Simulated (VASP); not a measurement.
# Ti (I4/mmm) in VASP: notebook

The runs below take Ti through single point, with r2SCAN.

Everything below comes from runs of VASP 6.6.1. Logs are shortened: lines on timing, memory, paths and dates and some standing lists are left out, and cuts for length are marked.

## (1) The cell of the first run

The structure is tetragonal, space group I4/mmm (No. 139). Conventional cell: a = 2.785 Å, b = 2.785 Å, c = 4.182 Å, α = 90.00°, β = 90.00°, γ = 90.00°. Ti (site symmetry 4/mmm) has 12 Ti at 2.78 to 2.87 Å within 3.7 Å.

## (2) Single point, r2SCAN (strain -0.030 along x and y, +0.030 along z)

Input file POSCAR:

```
Ti
1.0
    0.0000000000      1.9691000000      2.0909000000
    1.9691000000      0.0000000000      2.0909000000
    1.9691000000      1.9691000000      0.0000000000
Ti
1
Direct
    0.0000000000      0.0000000000      0.0000000000
```

Input file INCAR.step1:

```
SYSTEM = Ti
PREC = Accurate
ENCUT = 520
ISMEAR = 0
SIGMA = 0.15
LREAL = .False.
LASPH = .True.
NELM = 100
NBANDS = 12
GGA = PE
ALGO = Normal
EDIFF = 1E-4
LWAVE = .True.
LCHARG = .False.
```

Input file INCAR.step2:

```
SYSTEM = Ti
PREC = Accurate
ENCUT = 520
EDIFF = 1E-6
ISMEAR = 0
SIGMA = 0.15
LREAL = .False.
LASPH = .True.
NELM = 100
ALGO = Normal
ISIF = 2
LWAVE = .False.
LCHARG = .False.
METAGGA = R2SCAN
LMIXTAU = .True.
NBANDS = 12
ISTART = 1
```

Input file KPOINTS:

```
regular mesh
0
Gamma
  20 20 20
  0 0 0
```

Potentials or basis: VASP PAW PBE potentials, release 64 (Ti_sv).

Launch:

```sh
$ cat potpaw_PBE.64/Ti_sv/POTCAR > POTCAR
$ cp INCAR.step1 INCAR
$ mpirun -np 1 vasp_std > vasp.out
$ cp INCAR.step2 INCAR
$ mpirun -np 1 vasp_std > vasp.out
```

OUTCAR:

```text
SYSTEM = Ti
   PREC = Accurate
   ENCUT = 520
   EDIFF = 1E-6
   ISMEAR = 0
   LREAL = .False.
   LASPH = .True.
   NELM = 100
   ISIF = 2
   METAGGA = R2SCAN
   ISTART = 1

 ion  position               nearest neighbor table
   1  0.000  0.000  0.000-

  LATTYP: Found a body centered tetragonal cell.
 ALAT       =     2.7847279257
 C/A-ratio  =     1.5016906899

  Lattice vectors:

 A1 = (  -1.9691000000,   0.0000000000,   2.0909000000)
 A2 = (   1.9691000000,   0.0000000000,   2.0909000000)
 A3 = (   0.0000000000,   1.9691000000,  -2.0909000000)

Analysis of symmetry for initial positions (statically):
=====================================================================
 Subroutine PRICEL returns:
 Original cell was already a primitive cell.

 Routine SETGRP: Setting up the symmetry group for a
 body centered tetragonal supercell.

 Subroutine GETGRP returns: Found 16 space group operations
 (whereof 16 operations were pure point group operations)
 out of a pool of 16 trial point group operations.

The static configuration has the point symmetry D_4h.

Analysis of symmetry for dynamics (positions and initial velocities):
=====================================================================
 Subroutine PRICEL returns:
 Original cell was already a primitive cell.

 Routine SETGRP: Setting up the symmetry group for a
 body centered tetragonal supercell.

 Subroutine GETGRP returns: Found 16 space group operations
 (whereof 16 operations were pure point group operations)
 out of a pool of 16 trial point group operations.

The dynamic configuration has the point symmetry D_4h.

 Subroutine INISYM returns: Found 16 space group operations
 (whereof 16 operations are pure point group operations),
 and found     1 'primitive' translations

----------------------------------------------------------------------------------------

                                     Primitive cell

  volume of cell :      16.2143

  direct lattice vectors                    reciprocal lattice vectors
     0.000000000  1.969100000  2.090900000    -0.253923112  0.253923112  0.239131474
     1.969100000  0.000000000  2.090900000     0.253923112 -0.253923112  0.239131474
     1.969100000  1.969100000  0.000000000     0.253923112  0.253923112 -0.239131474

  length of vectors
     2.872145125  2.872145125  2.784727926     0.431436850  0.431436850  0.431436850

  position of ions in fractional coordinates (direct lattice)
     0.000000000  0.000000000  0.000000000

  ion indices of the primitive-cell ions
   primitive index   ion index
                 1           1

----------------------------------------------------------------------------------------

 KPOINTS: regular mesh

Automatic generation of k-mesh.
 Grid dimensions read from file:
 generate k-points for:   20   20   20

 Generating k-lattice:

  Cartesian coordinates                     Fractional coordinates (reciprocal lattice)
    -0.012696156  0.012696156  0.011956574     0.050000000  0.000000000  0.000000000
     0.012696156 -0.012696156  0.011956574     0.000000000  0.050000000  0.000000000
     0.012696156  0.012696156 -0.011956574    -0.000000000 -0.000000000  0.050000000

  Length of vectors
     0.021571843  0.021571843  0.021571843

  Shift w.r.t. Gamma in fractional coordinates (k-lattice)
     0.000000000  0.000000000  0.000000000

 Subroutine IBZKPT returns following result:
 ===========================================

 Found    641 irreducible k-points:

 Following reciprocal coordinates:
            Coordinates               Weight
  0.000000  0.000000  0.000000      1.000000
  0.050000  0.000000  0.000000      8.000000
  0.100000  0.000000  0.000000      8.000000
  0.150000  0.000000  0.000000      8.000000
  0.200000  0.000000  0.000000      8.000000
  0.250000  0.000000  0.000000      8.000000
[... 16 lines left out ...]
 -0.400000  0.050000  0.000000      8.000000
 -0.350000  0.050000  0.000000      8.000000
 [... further k-points ...]
   k-points           NKPTS =    641   k-points in BZ     NKDIM =    641   number of bands    NBANDS=     12
   number of dos      NEDOS =    301   number of ions     NIONS =      1
   total plane-waves  NPLWV =  13824
   dimension x,y,z NGX =    24 NGY =   24 NGZ =   24
   dimension x,y,z NGXF=    48 NGYF=   48 NGZF=   48
   ions per type =               1
   NGX,Y,Z   is equivalent  to a cutoff of  13.89, 13.89, 14.33 a.u.
   NGXF,Y,Z  is equivalent  to a cutoff of  27.78, 27.78, 28.66 a.u.
 SYSTEM =  Ti
   PREC   = accura    normal or accurate (medium, high low for compatibility)
   ISTART =      1    job   : 0-new  1-cont  2-samecut
   ICHARG =      0    charge: 1-file 2-atom 10-const
   ISPIN  =      1    spin polarized calculation?
   LNONCOLLINEAR =      F non collinear calculations
   LSORBIT =      F    spin-orbit coupling
   LASPH  =      T    aspherical Exc in radial PAW
   ENCUT  =  520.0 eV  38.22 Ry    6.18 a.u.   5.34  5.34  5.18*2*pi/ulx,y,z
   NELM   =    100;   NELMIN=  2; NELMDL=  0     # of ELM steps
   EDIFF  = 0.1E-05   stopping-criterion for ELM
   LREAL  =      F    real-space projection
   EDIFFG = 0.1E-04   stopping-criterion for IOM
   NSW    =      0    number of steps for IOM
   IBRION =     -1    ionic relax: 0-MD 1-quasi-New 2-CG
   NFREE  =      0    steps in history (QN), initial steepest desc. (CG)
   ISIF   =      2    stress and relaxation
   ISYM   =      2    0-nonsym 1-usesym 2-fastsym
   POTIM  = 0.5000    time-step for ionic-motion
   TEBEG  =    0.0;   TEEND  =   0.0 temperature during run
   PSTRESS=    0.0 pullay stress
   NELECT =      12.0000    total number of electrons
   NUPDOWN=      -1.0000    fix difference up-down
   EMIN   =  10.00;   EMAX   =-10.00  energy-range for DOS
   EFERMI =   0.00;   METHOD = LEGACY
   ISMEAR =     0;   SIGMA  =   0.15  broadening in eV -4-tet -1-fermi 0-gaus
   EFERMI_NEDOS =   21; number of points for ismear=-14 and -15
   IALGO  =     38    algorithm
   IMIX   =      4    mixing-type and parameters
     AMIX     =   0.40;   BMIX     =  1.00
     AMIX_MAG =   1.60;   BMIX_MAG =  1.00
  volume/ion in A,a.u.               =      16.21       109.42
  Fermi-wavevector in a.u.,A,eV,Ry     =   1.480820  2.798344 29.835240  2.192828
  Thomas-Fermi vector in A             =   2.594807
   LORBIT       =      0    0 simple, 1 ext, 2 COOP (PROOUT), +10 PAW based schemes
   METAGGA = R2SCAN    functional components
   LHFCALC =     F    Hartree Fock is set to
   AEXX    =    0.0000 exact exchange contribution
   IVDW    =     0    specifies the selected vdW correction
   LEPSILON=     F    determine dielectric tensor
   LRPA    =     F    only Hartree local field effects (RPA)
 non-spin polarized calculation
 Gauss-broadening in eV      SIGMA  =   0.15
  energy-cutoff  :      520.00
  volume of cell :       16.21
 maximum number of plane-waves:       452
 NGX is ok and might be reduce to    24
   NGX = 11   NGY = 11   NGZ = 11

 number of electron      11.9999999 magnetization

 Free energy of the ion-electron system (eV)
  ---------------------------------------------------
  ext. energy  EPLUGINS =         0.00000000
  ---------------------------------------------------
  free energy    TOTEN  =       -12.85149930 eV

  energy without entropy =      -12.83399210  energy(sigma->0) =      -12.84274570

 E-fermi :   8.9850     XC(G=0): -12.7674

 val. band max:        8.9842121796   @ k =   0.3000   0.0500   0.1000
 cond. band min:       8.9871738306   @ k =  -0.3000   0.0500   0.3000
 fundamental gap:      0.0029616510
 Fermi energy:         8.9849993731

 k-point     1 :       0.0000    0.0000    0.0000
  band No.  band energies     occupation
      1     -49.9267      2.00000
      2     -24.6443      2.00000
      3     -24.6395      2.00000
      4     -24.6395      2.00000
      5       2.3782      2.00000
      6       9.7073      0.00000
      7      10.2340      0.00000
      8      10.2340      0.00000
      9      11.6697      0.00000
     10      12.2902      0.00000
     11      25.2116      0.00000
     12      29.2918      0.00000

 k-point     2 :       0.0500    0.0000    0.0000
  band No.  band energies     occupation
      1     -49.9226      2.00000
      2     -24.6634      2.00000
      3     -24.6461      2.00000
      4     -24.6413      2.00000
      5       2.4683      2.00000
      6       9.7143      0.00000
      7      10.1975      0.00000
      8      10.2677      0.00000
      9      11.6533      0.00000
     10      12.2605      0.00000
     11      25.2983      0.00000
     12      29.0829      0.00000

 k-point     3 :       0.1000    0.0000    0.0000
  band No.  band energies     occupation
      1     -49.9106      2.00000
      2     -24.7278      2.00000
      3     -24.6564      2.00000
      4     -24.6467      2.00000
      5       2.7332      2.00000
      6       9.6868      0.00000
      7      10.1369      0.00000
      8      10.3607      0.00000
      9      11.6208      0.00000
     10      12.1829      0.00000
     11      25.4968      0.00000
     12      28.0842      0.00000
[... 286 lines left out ...]
 k-point    23 :      -0.4000    0.0500    0.0000
  band No.  band energies     occupation
      1     -49.7648      2.00000
      2     -25.4601      2.00000
      3     -24.7910      2.00000
      4     -24.7067      2.00000
      5       6.0507      2.00000
      6       9.2457      0.01396
      7       9.7003      0.00000
      8      10.3371      0.00000
      9      12.7578      0.00000
     10      13.2916      0.00000
     11      19.0892      0.00000
     12      24.5315      0.00000

 k-point    24 :      -0.3500    0.0500    0.0000
  band No.  band energies     occupation
      1     -49.7812      2.00000
      2     -25.3820      2.00000
      3     -24.7786      2.00000
      4     -24.6965      2.00000
      5       5.7606      2.00000
      6       8.9892      0.96823
      7       9.8075      0.00000
      8      10.4301      0.00000
      9      12.4897      0.00000
     10      13.0222      0.00000
     11      20.1098      0.00000
     12      24.8796      0.00000

 [... further k-points ...]

------------------------ aborting loop because EDIFF is reached ----------------------------------------

  FORCE on cell =-STRESS in cart. coord.  units (eV):
  Direction    XX          YY          ZZ          XY          YZ          ZX
  --------------------------------------------------------------------------------------
  -------------------------------------------------------------------------------------
  Total        0.9571584      0.9571584      0.7799379      0.0000000     -0.0000000     -0.0000000
  in kB       94.5791864     94.5791864     77.0675953      0.0000000     -0.0000000     -0.0000000
  external PRESSURE =      88.7419894 kB  Pullay stress =       0.0000000 kB

 VOLUME and BASIS-vectors are now :
 -----------------------------------------------------------------------------
  energy-cutoff  :      520.00
  volume of cell :       16.21
      direct lattice vectors                 reciprocal lattice vectors
     0.000000000  1.969100000  2.090900000    -0.253923112  0.253923112  0.239131474
     1.969100000  0.000000000  2.090900000     0.253923112 -0.253923112  0.239131474
     1.969100000  1.969100000  0.000000000     0.253923112  0.253923112 -0.239131474

 POSITION                                       TOTAL-FORCE (eV/Angst)
 -----------------------------------------------------------------------------------
      0.00000      0.00000      0.00000        -0.000000     -0.000000      0.000000
 -----------------------------------------------------------------------------------
    total drift:                                0.000000      0.000000     -0.000000

  FREE ENERGIE OF THE ION-ELECTRON SYSTEM (eV)
  ---------------------------------------------------
  free  energy   TOTEN  =       -12.8514992986 eV

  energy  without entropy=      -12.8339920986  energy(sigma->0) =      -12.84274570
```

Wall time 2.3 min (1 thread of Intel Xeon 6975P-C (Granite Rapids), shared host); peak memory 0.24 GiB.

What came out:

| Quantity | Value |
| --- | --- |
| Free energy | -12.8515 eV |
| Pressure | 8.9 GPa |
| Band gap on the k mesh | zero (bands 6 and 7 overlap by 1.50 eV) |

Caveat: the cell differs from its parent crystal (strain -0.030 along x and y, +0.030 along z); the cell stands under pressure; the PAW data sets were made with another functional, which shifts forces and pressure a little.

(Part 1 of 2 ends here.)
